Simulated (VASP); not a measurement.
# PtSe2 (P-3m1) in VASP: vibrations by perturbation theory with LDA

Aim: the vibrations by perturbation theory of PtSe2 with LDA.

Everything below comes from runs of VASP 6.6.1. Logs are shortened: lines on timing, memory, paths and dates and some standing lists are left out, and cuts for length are marked.

**1. The cell of the first run**

It takes space group P-3m1 (No. 164, trigonal). Conventional cell: a = 3.735 Å, b = 3.735 Å, c = 4.712 Å, α = 90.00°, β = 90.00°, γ = 120.00°. Pt (site symmetry -3m) has 6 Se at 2.50 Å within 3.3 Å. Se (site symmetry 3m) has 3 Pt at 2.50 Å and 6 Se at 3.07 to 3.32 Å within 3.4 Å.

**2. Vibrations by perturbation theory, LDA**

INCAR reads:

```
PREC = Accurate
ENCUT = 520
EDIFF = 1E-8
ISMEAR = -1
SIGMA = 0.15
LREAL = F
LASPH = T
NELM = 60
ALGO = Normal
ISIF = 2
LWAVE = F
LCHARG = F
GGA = CA
IBRION = 8
NSW = 1
```

KPOINTS reads:

```
Automatic mesh
0
Gamma
  12 12 8
```

POSCAR reads:

```
PtSe2
1.0
    3.7350849450      0.0000000000      0.0000000000
   -1.8675424725      3.2346784476      0.0000000000
    0.0000000000      0.0000000000      4.7120853705
Pt Se
1 2
Direct
    0.0000000000      0.0000000000      0.0000000000
    0.3333333333      0.6666666667      0.2674640372
    0.6666666667      0.3333333333      0.7325359628
```

Potentials or basis: VASP PAW LDA potentials, release 64 (Pt, Se).

The run is started by

```
cat potpaw_LDA.64/Pt/POTCAR potpaw_LDA.64/Se/POTCAR > POTCAR
mpirun -np 1 vasp_std > vasp.out
```

OUTCAR:

```text
PREC = Accurate
   ENCUT = 520
   EDIFF = 1E-8
   ISMEAR = -1
   LREAL = F
   LASPH = T
   NELM = 60
   ISIF = 2
   GGA = CA
   IBRION = 8
   NSW = 1

 ion  position               nearest neighbor table
   1  0.000  0.000  0.000-   2 2.50   3 2.50   2 2.50   3 2.50   3 2.50   2 2.50
   2  0.333  0.667  0.267-   1 2.50   1 2.50   1 2.50
   3  0.667  0.333  0.733-   1 2.50   1 2.50   1 2.50

  LATTYP: Found a hexagonal cell.
 ALAT       =     3.7350849450
 C/A-ratio  =     1.2615738169

  Lattice vectors:

 A1 = (   3.7350849450,   0.0000000000,   0.0000000000)
 A2 = (  -1.8675424725,   3.2346784476,   0.0000000000)
 A3 = (   0.0000000000,   0.0000000000,   4.7120853705)

Analysis of symmetry for initial positions (statically):
=====================================================================
 Subroutine PRICEL returns:
 Original cell was already a primitive cell.

 Routine SETGRP: Setting up the symmetry group for a
 hexagonal supercell.

 Subroutine GETGRP returns: Found 12 space group operations
 (whereof 12 operations were pure point group operations)
 out of a pool of 24 trial point group operations.

The static configuration has the point symmetry D_3d.

Analysis of symmetry for dynamics (positions and initial velocities):
=====================================================================
 Subroutine PRICEL returns:
 Original cell was already a primitive cell.

 Routine SETGRP: Setting up the symmetry group for a
 hexagonal supercell.

 Subroutine GETGRP returns: Found 12 space group operations
 (whereof 12 operations were pure point group operations)
 out of a pool of 24 trial point group operations.

The dynamic configuration has the point symmetry D_3d.

 Subroutine INISYM returns: Found 12 space group operations
 (whereof 12 operations are pure point group operations),
 and found     1 'primitive' translations

----------------------------------------------------------------------------------------

                                     Primitive cell

  volume of cell :      56.9305

  direct lattice vectors                    reciprocal lattice vectors
     3.735084945  0.000000000  0.000000000     0.267731528  0.154574870  0.000000000
    -1.867542473  3.234678448  0.000000000     0.000000000  0.309149740  0.000000000
     0.000000000  0.000000000  4.712085370     0.000000000  0.000000000  0.212220264

  length of vectors
     3.735084945  3.735084945  4.712085370     0.309149740  0.309149740  0.212220264

  position of ions in fractional coordinates (direct lattice)
     0.000000000  0.000000000  0.000000000
     0.333333333  0.666666667  0.267464037
     0.666666667  0.333333333  0.732535963

  ion indices of the primitive-cell ions
   primitive index   ion index
                 1           1
                 2           2
                 3           3

----------------------------------------------------------------------------------------

 KPOINTS: Automatic mesh

Automatic generation of k-mesh.
 Grid dimensions read from file:
 generate k-points for:   12   12    8

 Generating k-lattice:

  Cartesian coordinates                     Fractional coordinates (reciprocal lattice)
     0.022310961  0.012881239  0.000000000     0.083333333  0.000000000  0.000000000
     0.000000000  0.025762478  0.000000000     0.000000000  0.083333333  0.000000000
     0.000000000  0.000000000  0.026527533     0.000000000  0.000000000  0.125000000

  Length of vectors
     0.025762478  0.025762478  0.026527533

  Shift w.r.t. Gamma in fractional coordinates (k-lattice)
     0.000000000  0.000000000  0.000000000

 Subroutine IBZKPT returns following result:
 ===========================================

 Found    131 irreducible k-points:

 Following reciprocal coordinates:
            Coordinates               Weight
  0.000000  0.000000  0.000000      1.000000
  0.083333  0.000000  0.000000      6.000000
  0.166667 -0.000000  0.000000      6.000000
  0.250000  0.000000  0.000000      6.000000
  0.333333  0.000000  0.000000      6.000000
  0.416667  0.000000  0.000000      6.000000
[... 49 lines left out ...]
   NUPDOWN=      -1.0000    fix difference up-down
   EMIN   =  10.00;   EMAX   =-10.00  energy-range for DOS
   EFERMI =   0.00;   METHOD = LEGACY
   ISMEAR =    -1;   SIGMA  =   0.15  broadening in eV -4-tet -1-fermi 0-gaus
   EFERMI_NEDOS =   21; number of points for ismear=-14 and -15
   IALGO  =     38    algorithm
   IMIX   =      4    mixing-type and parameters
     AMIX     =   0.40;   BMIX     =  1.00
     AMIX_MAG =   1.60;   BMIX_MAG =  1.00
  volume/ion in A,a.u.               =      18.98       128.06
  Fermi-wavevector in a.u.,A,eV,Ry     =   1.192433  2.253372 19.346090  1.421897
  Thomas-Fermi vector in A             =   2.328472
   LORBIT       =      0    0 simple, 1 ext, 2 COOP (PROOUT), +10 PAW based schemes
   GGA     = CA    functional components
   LHFCALC =     F    Hartree Fock is set to
   AEXX    =    0.0000 exact exchange contribution
   IVDW    =     0    specifies the selected vdW correction
   LEPSILON=     F    determine dielectric tensor
   LRPA    =     F    only Hartree local field effects (RPA)
 non-spin polarized calculation
  energy-cutoff  :      520.00
  volume of cell :       56.93
 maximum number of plane-waves:      1548
   NGX = 13   NGY = 13   NGZ = 17

--------------------------------------- Ionic step        1  -------------------------------------------

 number of electron      21.9999998 magnetization

 Free energy of the ion-electron system (eV)
  ---------------------------------------------------
  ext. energy  EPLUGINS =         0.00000000
  ---------------------------------------------------
  free energy    TOTEN  =       -17.11748400 eV

  energy without entropy =      -17.05756555  energy(sigma->0) =      -17.08752478

 E-fermi :   7.2141     XC(G=0): -11.2833

 val. band max:        7.1909729428   @ k =   0.0000   0.0833   0.2500
 cond. band min:       7.2163167360   @ k =   0.0000   0.3333   0.2500
 fundamental gap:      0.0253437931
 Fermi energy:         7.2140595238

 k-point     1 :       0.0000    0.0000    0.0000
  band No.  band energies     occupation
      1      -8.7523      2.00000
      2      -5.3273      2.00000
      3      -0.1487      2.00000
      4       0.7555      2.00000
      5       0.7555      2.00000
      6       3.3360      2.00000
      7       3.3360      2.00000
      8       4.7714      2.00000
      9       6.2420      1.99694
     10       6.2420      1.99694
     11       8.1723      0.00336
     12       8.3194      0.00126
     13       8.3194      0.00126
     14      10.3699      0.00000
[... 401 lines left out ...]
      2      -5.6810      2.00000
      3       0.1869      2.00000
      4       0.9081      2.00000
      5       1.3494      2.00000
      6       2.6072      2.00000
      7       3.1895      2.00000
      8       4.0816      2.00000
      9       5.3521      1.99999
     10       6.0710      1.99902
     11       7.3781      0.50189
     12       8.1502      0.00389
     13       8.5334      0.00030
     14      11.8518      0.00000
     15      12.4432      0.00000

 [... further k-points ...]

------------------------ aborting loop because EDIFF is reached ----------------------------------------

  FORCE on cell =-STRESS in cart. coord.  units (eV):
  Direction    XX          YY          ZZ          XY          YZ          ZX
  --------------------------------------------------------------------------------------
  -------------------------------------------------------------------------------------
  Total        0.5386011      0.5386011      0.4685100      0.0000000      0.0000000      0.0000000
  in kB       15.1576924     15.1576924     13.1851391      0.0000000      0.0000000      0.0000000
  external PRESSURE =      14.5001746 kB  Pullay stress =       0.0000000 kB

 VOLUME and BASIS-vectors are now :
 -----------------------------------------------------------------------------
  energy-cutoff  :      520.00
  volume of cell :       56.93
      direct lattice vectors                 reciprocal lattice vectors
     3.735084945  0.000000000  0.000000000     0.267731528  0.154574870  0.000000000
    -1.867542473  3.234678448  0.000000000     0.000000000  0.309149740  0.000000000
     0.000000000  0.000000000  4.712085370     0.000000000  0.000000000  0.212220264

 POSITION                                       TOTAL-FORCE (eV/Angst)
 -----------------------------------------------------------------------------------
      0.00000      0.00000      0.00000         0.000000      0.000000      0.000000
     -0.00000      2.15645      1.26031        -0.000000     -0.000000      0.051103
      1.86754      1.07823      3.45177        -0.000000      0.000000     -0.051103
 -----------------------------------------------------------------------------------
    total drift:                               -0.000000      0.000000      0.000000

  FREE ENERGIE OF THE ION-ELECTRON SYSTEM (eV)
  ---------------------------------------------------
  free  energy   TOTEN  =       -17.1174840026 eV

  energy  without entropy=      -17.0575655509  energy(sigma->0) =      -17.08752478

[... ionic steps 2 to 3 ...]

--------------------------------------- Ionic step        4  -------------------------------------------

------------------------ aborting loop because EDIFF is reached ----------------------------------------
[... 11 lines left out ...]
[... ionic steps 8 to 8 ...]

--------------------------------------- Ionic step        9  -------------------------------------------

 Free energy of the ion-electron system (eV)
  ---------------------------------------------------
  ---------------------------------------------------
  free energy    TOTEN  =        -0.08899481 eV

  energy without entropy =       -0.08898097

------------------------ aborting loop because EDIFF is reached ----------------------------------------

 INTERNAL STRAIN TENSOR  FOR ION    2  DIRECTION 3   (eV/Angst):
 -----------------------------------------------------------------------------
   -10.64226  0.00000  0.00000
     0.00000-10.64226 -0.00000
    -0.00000 -0.00000-11.18020

 INTERNAL STRAIN TENSOR FOR ION    3 for displacements in x,y,z  (eV/Angst):
          X           Y           Z          XY          YZ          ZX
  --------------------------------------------------------------------------------
  x     0.00000     0.00000     0.00000    -4.25191     0.00000     7.54141
  y    -4.25191     4.25191    -0.00000     0.00000     8.30554     0.00000
  z    10.64226    10.64226    11.18020    -0.00000    -0.00000     0.00000

 SECOND DERIVATIVES (NOT SYMMETRIZED)
 ------------------------------------
               1X          1Y          1Z          2X          2Y          2Z          3X          3Y          3Z
  1X   -15.659316    0.000000    0.000000    7.829658    0.000000    0.000000    7.829658    0.000000    0.000000
  1Y     0.000000  -15.659316    0.000000    0.000000    7.829658    0.000000    0.000000    7.829658    0.000000
  1Z     0.000000   -0.000000  -15.386725   -0.000000   -0.000000    7.693363    0.000000   -0.000000    7.693363
  2X     7.833997    0.000000    0.000000   -7.703822    0.000000    0.000000   -0.130174    0.000000    0.000000
  2Y     0.000000    7.833997    0.000000    0.000000   -7.703822    0.000000    0.000000   -0.130174    0.000000
  2Z     0.000000   -0.000000    7.692828    0.000000   -0.000000  -10.255660    0.000000    0.000000    2.562832
  3X     7.833997    0.000000    0.000000   -0.130174    0.000000    0.000000   -7.703822    0.000000    0.000000
  3Y     0.000000    7.833997    0.000000    0.000000   -0.130174    0.000000    0.000000   -7.703822    0.000000
  3Z     0.000000   -0.000000    7.692828    0.000000    0.000000    2.562832    0.000000   -0.000000  -10.255660

 Eigenvectors and eigenvalues of the dynamical matrix
 ----------------------------------------------------

   1 f  =    6.623172 THz    41.614616 2PiTHz  220.925233 cm-1    27.391226 meV
             X         Y         Z           dx          dy          dz
      0.000000  0.000000  0.000000     0.668751   -0.000000    0.000000
     -0.000000  2.156452  1.260313    -0.525724    0.000000   -0.000000
      1.867542  1.078226  3.451772    -0.525724    0.000000   -0.000000
[... 43 lines left out ...]
   9 f/i=    0.000912 THz     0.005731 2PiTHz    0.030427 cm-1     0.003772 meV
             X         Y         Z           dx          dy          dz
      0.000000  0.000000  0.000000    -0.580198    0.464911   -0.000000
     -0.000000  2.156452  1.260313    -0.369022    0.295697   -0.000000
      1.867542  1.078226  3.451772    -0.369022    0.295697   -0.000000

--------------------------------------------------------------------------------------------------------

 ELASTIC MODULI CONTR FROM IONIC RELAXATION (kBar)
 Direction    XX          YY          ZZ          XY          YZ          ZX
 --------------------------------------------------------------------------------
 XX        -631.6652   -362.9527   -522.4467     -0.0000    262.4472      0.0000
 YY        -362.9527   -631.6652   -522.4467     -0.0000   -262.4472      0.0000
 ZZ        -522.4467   -522.4467   -548.8551     -0.0000      0.0000      0.0000
 XY          -0.0000     -0.0000     -0.0000   -134.3563      0.0000    238.3016
 YZ         262.4472   -262.4472      0.0000      0.0000   -512.6560     -0.0000
 ZX           0.0000      0.0000      0.0000    238.3016     -0.0000   -422.6649
 --------------------------------------------------------------------------------
```

Wall time 8.8 min (1 thread of Intel Xeon 6975P-C (Granite Rapids), shared host); peak memory 1.2 GiB.

Results:

| Item | Value |
| --- | --- |
| Highest phonon frequency at Γ, LO-TO splitting left out | 221 cm⁻¹ |

Phonon frequencies in cm⁻¹ (negative: imaginary):
```
              q point                    frequencies
(0.000, 0.000, 0.000)  0 0 0 162 162 210 219 221 221
```

Caveat: the cell stands under pressure or tension, which shifts response properties; spin-orbit coupling is left out, which moves the levels of the heavy elements.
